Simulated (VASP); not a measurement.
Zr2NbC2: relaxation of cell and atoms with PBE

The system is Zr2NbC2.

```xyz
5
Lattice="3.7854 0.0000 0.0000 0.0000 3.7854 0.0000 0.0000 0.0000 4.8416" Properties=species:S:1:pos:R:3 pbc="T T T"
Zr    1.8927    0.0000    2.4208
Zr    0.0000    1.8927    2.4208
Nb    0.0000    0.0000    0.0000
C     1.8927    1.8927    4.1305
C     1.8927    1.8927    0.7112
```

The cell was generated, and may not be a known phase.

- Program: VASP 6.6.1
- Task: relaxation of cell and atoms
- Functional: PBE
- Potentials or basis: VASP PAW PBE potentials, release 64 (Zr_sv, Nb_sv, C)
- Cutoff: 600 eV
- k mesh: 10 × 10 × 8
- Occupations: gaussian, width 0.1 eV
- Spin: no spin polarisation
- Dipole correction: no
- Further INCAR settings: ALGO = Normal; EDIFF = 1e-06; IBRION = 2; EDIFFG = -0.01; NSW = 100; ISIF = 3

The relaxed volume is 13.84 Å³/atom, the relaxed cell is a = 3.770 Å, b = 3.770 Å, c = 4.867 Å, α = 90.00°, β = 90.00°, γ = 90.00° and the space group after relaxing (to 0.1 Å) is P4/mmm (No. 123). The energy gained by relaxing is 0.5 meV/atom, the ionic steps are 10 and the pressure after relaxing is 0.0 GPa. The band gap on the k mesh is zero (an odd number of electrons rules out a gap without spin polarisation).

Step by step:
| step | energy change (eV) | largest force (eV/Å) | pressure (GPa) | volume (Å³) |
| --- | --- | --- | --- | --- |
| 1 | 0.0000 | 0.0717 | -0.05 | 69.38 |
| 2 | -0.0014 | 0.2248 | -0.55 | 69.33 |
| 3 | -0.0017 | 0.1393 | -0.39 | 69.34 |
| 4 | -0.0023 | 0.0529 | 0.39 | 69.00 |
| 5 | -0.0026 | 0.0150 | 0.12 | 69.12 |
| 6 | -0.0026 | 0.0181 | 0.13 | 69.12 |
| 7 | -0.0024 | 0.0783 | -0.15 | 69.23 |
| 8 | -0.0026 | 0.0226 | 0.07 | 69.13 |
| 9 | -0.0026 | 0.0196 | 0.05 | 69.13 |
| 10 | -0.0026 | 0.0012 | 0.04 | 69.18 |

Final structure:
```
Zr Nb C
1.0
     3.77015    0.00000    0.00000
     0.00000    3.77015    0.00000
     0.00000    0.00000    4.86715
Zr Nb C
2 1 2
Direct
  0.50000 0.00000 0.50000
  0.00000 0.50000 0.50000
  0.00000 0.00000 0.00000
  0.50000 0.50000 0.85331
  0.50000 0.50000 0.14669
```

Levels at points of the mesh, in eV from the Fermi level:
```csv
k point,band 19,band 20,band 21,band 22,band 23,band 24,band 25,band 26,band 27
"(0.00, 0.00, 0.00)",-3.29,-3.29,-2.52,-2.29,-1.66,0.75,1.71,1.76,1.76
"(0.50, 0.00, 0.00)",-1.44,-1.27,-1.20,0.23,0.39,0.49,1.68,2.19,2.63
"(0.50, 0.50, 0.00)",-1.87,-1.87,-0.86,-0.84,-0.84,1.18,1.38,2.57,2.81
"(0.00, 0.00, 0.50)",-2.11,-1.73,-1.66,-0.92,-0.92,0.02,0.37,1.15,1.69
"(0.50, 0.00, 0.50)",-1.90,-1.58,-0.56,-0.30,0.35,0.78,1.29,2.38,2.68
"(0.50, 0.50, 0.50)",-3.74,-3.71,-0.50,-0.50,1.13,1.29,1.88,2.02,2.02
```

It took 8.7 min on 1 thread of AMD EPYC 9R45 96-Core Processor (Zen 5), on a shared host, peak memory 0.34 GiB.
